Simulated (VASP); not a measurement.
# Al9O in VASP: notebook

Al9O is run at these levels: PBE; tasks: single point.

Everything below comes from runs of VASP 6.6.1. Logs are shortened: lines on timing, memory, paths and dates and some standing lists are left out, and cuts for length are marked.

## (1) The cell of the first run

The cell holds a slab with vacuum, 10 atoms: a = 2.854 Å, b = 2.854 Å, c = 34.261 Å, α = 90.00°, β = 90.00°, γ = 120.00°.

## (2) Single point, PBE

INCAR

```
SYSTEM = Al9O
PREC = Accurate ; ENCUT = 520
EDIFF = 1E-6 ; ISMEAR = 0
SIGMA = 0.1 ; LREAL = .False.
LASPH = .True. ; NELM = 60
ALGO = Normal ; ISIF = 2
LWAVE = .False. ; LCHARG = .True.
LDIPOL = .True. ; IDIPOL = 3
DIPOL = 0.5 0.5 0.421 ; GGA = PE
LELF = .True. ; LVHAR = .True.
LVACPOTAV = .True. ; NBANDS = 28
```

KPOINTS

```
regular mesh
0
Gamma
  9 9 1
  0 0 0
```

POSCAR

```
Al9O
1.0
    2.8535431555      0.0000000000      0.0000000000
   -1.4267715777      2.4712408634      0.0000000000
    0.0000000000      0.0000000000     34.2605579378
Al O
9 1
Direct
    0.3333333333      0.6666666667      0.1167523310
    0.0000000000      0.0000000000      0.1852090283
    0.6666666667      0.3333333333      0.2536657256
    0.0000000000      0.0000000000      0.3221224229
    0.3333333333      0.6666666667      0.3899858424
    0.0000000000      0.0000000000      0.4578168570
    0.6666666667      0.3333333333      0.5268325032
    0.0000000000      0.0000000000      0.5950901729
    0.3333333333      0.6666666667      0.6643370484
    0.3333333333      1.0000000000      0.7018150536
```

Potentials or basis: VASP PAW PBE potentials, release 64 (Al, O).

Run with:

```console
cat potpaw_PBE.64/Al/POTCAR potpaw_PBE.64/O/POTCAR > POTCAR
mpirun -np 1 vasp_std > vasp.out
```

OUTCAR:

```text
SYSTEM = Al9O
   PREC = Accurate
   ENCUT = 520
   EDIFF = 1E-6
   ISMEAR = 0
   LREAL = .False.
   LASPH = .True.
   NELM = 60
   ISIF = 2
   GGA = PE

 ion  position               nearest neighbor table
   1  0.333  0.667  0.117-   2 2.87   2 2.87   2 2.87
   2  0.000  0.000  0.185-   1 2.87   3 2.87   1 2.87   3 2.87   3 2.87   1 2.87
   3  0.667  0.333  0.254-   2 2.87   4 2.87   2 2.87   4 2.87   2 2.87   4 2.87
   4  0.000  0.000  0.322-   5 2.85   5 2.85   5 2.85   3 2.87   3 2.87   3 2.87
   5  0.333  0.667  0.390-   6 2.85   6 2.85   6 2.85   4 2.85   4 2.85   4 2.85
   6  0.000  0.000  0.458-   5 2.85   5 2.85   5 2.85   7 2.88   7 2.88   7 2.88
   7  0.667  0.333  0.527-   8 2.86   8 2.86   8 2.86   6 2.88   6 2.88   6 2.88
   8  0.000  0.000  0.595-   7 2.86   7 2.86   7 2.86   9 2.89   9 2.89   9 2.89
   9  0.333  0.667  0.664-  10 1.60  10 2.30   8 2.89   8 2.89   8 2.89
  10  0.333  0.000  0.702-   9 1.60   9 2.30

  LATTYP: Found a hexagonal cell.
 ALAT       =     2.8535431555
 C/A-ratio  =    12.0063219902

  Lattice vectors:

 A1 = (   2.8535431555,   0.0000000000,   0.0000000000)
 A2 = (  -1.4267715777,   2.4712408634,   0.0000000000)
 A3 = (   0.0000000000,   0.0000000000,  34.2605579378)

Analysis of symmetry for initial positions (statically):
=====================================================================
 Subroutine PRICEL returns:
 Original cell was already a primitive cell.

 Routine SETGRP: Setting up the symmetry group for a
 hexagonal supercell.

 Subroutine GETGRP returns: Found  1 space group operations
 (whereof  1 operations were pure point group operations)
 out of a pool of 24 trial point group operations.

The static configuration has the point symmetry C_1 .

Analysis of symmetry for dynamics (positions and initial velocities):
=====================================================================
 Subroutine PRICEL returns:
 Original cell was already a primitive cell.

 Routine SETGRP: Setting up the symmetry group for a
 hexagonal supercell.

 Subroutine GETGRP returns: Found  1 space group operations
 (whereof  1 operations were pure point group operations)
 out of a pool of 24 trial point group operations.

The dynamic configuration has the point symmetry C_1 .

 Subroutine INISYM returns: Found  1 space group operations
 (whereof  1 operations are pure point group operations),
 and found     1 'primitive' translations

----------------------------------------------------------------------------------------

                                     Primitive cell

  volume of cell :     241.5983

  direct lattice vectors                    reciprocal lattice vectors
     2.853543156  0.000000000  0.000000000     0.350441520  0.202327506  0.000000000
    -1.426771578  2.471240863  0.000000000     0.000000000  0.404655012  0.000000000
     0.000000000  0.000000000 34.260557938     0.000000000  0.000000000  0.029188083

  length of vectors
     2.853543156  2.853543155 34.260557938     0.404655011  0.404655012  0.029188083

  position of ions in fractional coordinates (direct lattice)
     0.333333333  0.666666667  0.116752331
     0.000000000  0.000000000  0.185209028
     0.666666667  0.333333333  0.253665726
     0.000000000  0.000000000  0.322122423
     0.333333333  0.666666667  0.389985842
     0.000000000  0.000000000  0.457816857
     0.666666667  0.333333333  0.526832503
     0.000000000  0.000000000  0.595090173
     0.333333333  0.666666667  0.664337048
     0.333333333  0.000000000  0.701815054

  ion indices of the primitive-cell ions
   primitive index   ion index
                 1           1
                 2           2
                 3           3
                 4           4
                 5           5
                 6           6
                 7           7
                 8           8
                 9           9
                10          10

----------------------------------------------------------------------------------------

 KPOINTS: regular mesh

Automatic generation of k-mesh.
 Grid dimensions read from file:
 generate k-points for:    9    9    1

 Generating k-lattice:

  Cartesian coordinates                     Fractional coordinates (reciprocal lattice)
     0.038937947  0.022480834  0.000000000     0.111111111  0.000000000  0.000000000
     0.000000000  0.044961668  0.000000000     0.000000000  0.111111111  0.000000000
     0.000000000  0.000000000  0.029188083     0.000000000  0.000000000  1.000000000

  Length of vectors
     0.044961668  0.044961668  0.029188083

  Shift w.r.t. Gamma in fractional coordinates (k-lattice)
     0.000000000  0.000000000  0.000000000

 Subroutine IBZKPT returns following result:
 ===========================================

 Found     41 irreducible k-points:

 Following reciprocal coordinates:
            Coordinates               Weight
  0.000000  0.000000  0.000000      1.000000
  0.111111  0.000000  0.000000      2.000000
  0.000000  0.111111  0.000000      2.000000
 -0.111111  0.111111  0.000000      2.000000
  0.222222 -0.000000  0.000000      2.000000
  0.000000  0.222222  0.000000      2.000000
[... 16 lines left out ...]
  0.333333  0.111111  0.000000      2.000000
 -0.111111  0.444444  0.000000      2.000000
 [... further k-points ...]
   k-points           NKPTS =     41   k-points in BZ     NKDIM =     41   number of bands    NBANDS=     28
   number of dos      NEDOS =    301   number of ions     NIONS =     10
   total plane-waves  NPLWV = 147456
   dimension x,y,z NGX =    24 NGY =   24 NGZ =  256
   dimension x,y,z NGXF=    48 NGYF=   48 NGZF=  512
   ions per type =               9   1
   NGX,Y,Z   is equivalent  to a cutoff of  13.98, 13.98, 12.42 a.u.
   NGXF,Y,Z  is equivalent  to a cutoff of  27.96, 27.96, 24.84 a.u.
 SYSTEM =  Al9O
   PREC   = accura    normal or accurate (medium, high low for compatibility)
   ISTART =      0    job   : 0-new  1-cont  2-samecut
   ICHARG =      2    charge: 1-file 2-atom 10-const
   ISPIN  =      1    spin polarized calculation?
   LNONCOLLINEAR =      F non collinear calculations
   LSORBIT =      F    spin-orbit coupling
   LASPH  =      T    aspherical Exc in radial PAW
   ENCUT  =  520.0 eV  38.22 Ry    6.18 a.u.   5.31  5.31 63.70*2*pi/ulx,y,z
   NELM   =     60;   NELMIN=  2; NELMDL= -5     # of ELM steps
   EDIFF  = 0.1E-05   stopping-criterion for ELM
   LREAL  =      F    real-space projection
   EDIFFG = 0.1E-04   stopping-criterion for IOM
   NSW    =      0    number of steps for IOM
   IBRION =     -1    ionic relax: 0-MD 1-quasi-New 2-CG
   NFREE  =      0    steps in history (QN), initial steepest desc. (CG)
   ISIF   =      2    stress and relaxation
   ISYM   =      2    0-nonsym 1-usesym 2-fastsym
   POTIM  = 0.5000    time-step for ionic-motion
   TEBEG  =    0.0;   TEEND  =   0.0 temperature during run
   PSTRESS=    0.0 pullay stress
   NELECT =      33.0000    total number of electrons
   NUPDOWN=      -1.0000    fix difference up-down
   EMIN   =  10.00;   EMAX   =-10.00  energy-range for DOS
   EFERMI =   0.00;   METHOD = LEGACY
   ISMEAR =     0;   SIGMA  =   0.10  broadening in eV -4-tet -1-fermi 0-gaus
   EFERMI_NEDOS =   21; number of points for ismear=-14 and -15
   IALGO  =     38    algorithm
   IMIX   =      4    mixing-type and parameters
     AMIX     =   0.40;   BMIX     =  1.00
     AMIX_MAG =   1.60;   BMIX_MAG =  1.00
  volume/ion in A,a.u.               =      24.16       163.04
  Fermi-wavevector in a.u.,A,eV,Ry     =   0.843105  1.593237  9.671368  0.710825
  Thomas-Fermi vector in A             =   1.957919
   LORBIT       =      0    0 simple, 1 ext, 2 COOP (PROOUT), +10 PAW based schemes
   GGA     = PE    functional components
   LHFCALC =     F    Hartree Fock is set to
   AEXX    =    0.0000 exact exchange contribution
   IVDW    =     0    specifies the selected vdW correction
   LEPSILON=     F    determine dielectric tensor
   LRPA    =     F    only Hartree local field effects (RPA)
 non-spin polarized calculation
 Gauss-broadening in eV      SIGMA  =   0.10
  energy-cutoff  :      520.00
  volume of cell :      241.60
 maximum number of plane-waves:      6547
 NGX is ok and might be reduce to    24
   NGX = 11   NGY = 11   NGZ =127

 dipolmoment           0.000000      0.000000     -0.049552 electrons x Angstroem

 number of electron      33.0000003 magnetization

 dipolmoment           0.000000      0.000000      0.200659 electrons x Angstroem

 Free energy of the ion-electron system (eV)
  ---------------------------------------------------
  ext. energy  EPLUGINS =         0.00000000
  ---------------------------------------------------
  free energy    TOTEN  =       -39.38431416 eV

  energy without entropy =      -39.35593127  energy(sigma->0) =      -39.37012272

 E-fermi :   2.4260     XC(G=0):  -7.0954

 val. band max:        2.4243992798   @ k =  -0.1111   0.1111   0.0000
 cond. band min:       2.4267262277   @ k =   0.0000   0.1111   0.0000
 fundamental gap:      0.0023269478
 Fermi energy:         2.4259816609

 k-point     1 :       0.0000    0.0000    0.0000
  band No.  band energies     occupation
      1     -15.0568      2.00000
      2      -8.6382      2.00000
      3      -8.3611      2.00000
      4      -7.9796      2.00000
      5      -7.3836      2.00000
      6      -6.6415      2.00000
[... 20 lines left out ...]
     27      13.2059      0.00000
     28      13.4093      0.00000

 k-point     2 :       0.1111    0.0000    0.0000
  band No.  band energies     occupation
      1     -14.9588      2.00000
      2      -8.3396      2.00000
      3      -8.0633      2.00000
      4      -7.6831      2.00000
      5      -7.0889      2.00000
      6      -6.3498      2.00000
[... 20 lines left out ...]
     27      11.2519      0.00000
     28      11.2636      0.00000

 k-point     3 :       0.0000    0.1111    0.0000
  band No.  band energies     occupation
      1     -14.9564      2.00000
      2      -8.3396      2.00000
      3      -8.0633      2.00000
      4      -7.6831      2.00000
      5      -7.0889      2.00000
      6      -6.3498      2.00000
[... 20 lines left out ...]
     27      11.2420      0.00000
     28      11.2583      0.00000

 k-point     4 :      -0.1111    0.1111    0.0000
  band No.  band energies     occupation
      1     -14.9564      2.00000
      2      -8.3396      2.00000
      3      -8.0633      2.00000
      4      -7.6832      2.00000
      5      -7.0889      2.00000
      6      -6.3498      2.00000
[... 578 lines left out ...]
     27       7.4513      0.00000
     28       7.5535      0.00000

 k-point    23 :       0.3333    0.1111    0.0000
  band No.  band energies     occupation
      1     -14.2130      2.00000
      2      -4.8052      2.00000
      3      -4.5414      2.00000
      4      -4.1828      2.00000
      5      -3.6200      2.00000
      6      -2.9523      2.00000
[... 20 lines left out ...]
     27       6.3584      0.00000
     28       6.5336      0.00000

 k-point    24 :      -0.1111    0.4444    0.0000
  band No.  band energies     occupation
      1     -14.1906      2.00000
      2      -4.8052      2.00000
      3      -4.5415      2.00000
      4      -4.1829      2.00000
      5      -3.6203      2.00000
      6      -2.9542      2.00000
[... 20 lines left out ...]
     27       6.3553      0.00000
     28       6.5102      0.00000

 [... further k-points ...]

------------------------ aborting loop because EDIFF is reached ----------------------------------------

  FORCE on cell =-STRESS in cart. coord.  units (eV):
  Direction    XX          YY          ZZ          XY          YZ          ZX
  --------------------------------------------------------------------------------------
  -------------------------------------------------------------------------------------
  Total        1.1690922      1.6633413      0.3799733     -0.5130582      4.8339142     -2.6046429
  in kB        7.7529215     11.0305713      2.5198210     -3.4023836     32.0564602    -17.2728827
  external PRESSURE =       7.1011046 kB  Pullay stress =       0.0000000 kB

 VOLUME and BASIS-vectors are now :
 -----------------------------------------------------------------------------
  energy-cutoff  :      520.00
  volume of cell :      241.60
      direct lattice vectors                 reciprocal lattice vectors
     2.853543156  0.000000000  0.000000000     0.350441520  0.202327506  0.000000000
    -1.426771578  2.471240863  0.000000000     0.000000000  0.404655012  0.000000000
     0.000000000  0.000000000 34.260557938     0.000000000  0.000000000  0.029188083

 POSITION                                       TOTAL-FORCE (eV/Angst)
 -----------------------------------------------------------------------------------
     -0.00000      1.64749      4.00000         0.001120      0.000716     -0.065167
      0.00000      0.00000      6.34536        -0.001072     -0.000461      0.039550
      1.42677      0.82375      8.69073        -0.002335      0.000038     -0.043414
      0.00000      0.00000     11.03609         0.003924      0.002117      0.021358
     -0.00000      1.64749     13.36113        -0.006453      0.007493      0.016381
      0.00000      0.00000     15.68506         0.012531     -0.000587      0.135667
      1.42677      0.82375     18.04958         0.007276      0.001900     -0.187957
      0.00000      0.00000     20.38812        -0.092614     -0.017785      0.192532
     -0.00000      1.64749     22.76056         2.211641     -3.802002     -0.210383
      0.95118      0.00000     24.04458        -2.134018      3.808572      0.101434
 -----------------------------------------------------------------------------------
    total drift:                                0.000687     -0.000833      0.000406

  FREE ENERGIE OF THE ION-ELECTRON SYSTEM (eV)
  ---------------------------------------------------
  free  energy   TOTEN  =       -39.3843141648 eV

  energy  without entropy=      -39.3559312662  energy(sigma->0) =      -39.37012272

 vacuum level on the upper side and lower side of the slab        11.679         6.516
```

Wall time 13 min (1 thread of Intel Xeon Platinum 8488C (Sapphire Rapids), shared host); peak memory 0.5 GiB.

Results:

```yaml
Free_energy: -39.3843 eV
Largest_force: 4.404 eV/Å
Band_gap_on_the_k_mesh: zero (an odd number of electrons rules out a gap without spin polarisation)
```

Forces in eV/Å, atoms in the order of the input:
```
Al   0.001  0.001 -0.065
Al  -0.001  0.000  0.040
Al  -0.002  0.000 -0.043
Al   0.004  0.002  0.021
Al  -0.006  0.007  0.016
Al   0.013 -0.001  0.136
Al   0.007  0.002 -0.188
Al  -0.093 -0.018  0.193
Al   2.212 -3.802 -0.210
O   -2.134  3.809  0.101
```

Caveat: an odd number of electrons without spin polarisation forces a metal; a magnetic or distorted state may lie lower.

[end of part 1 of 2]
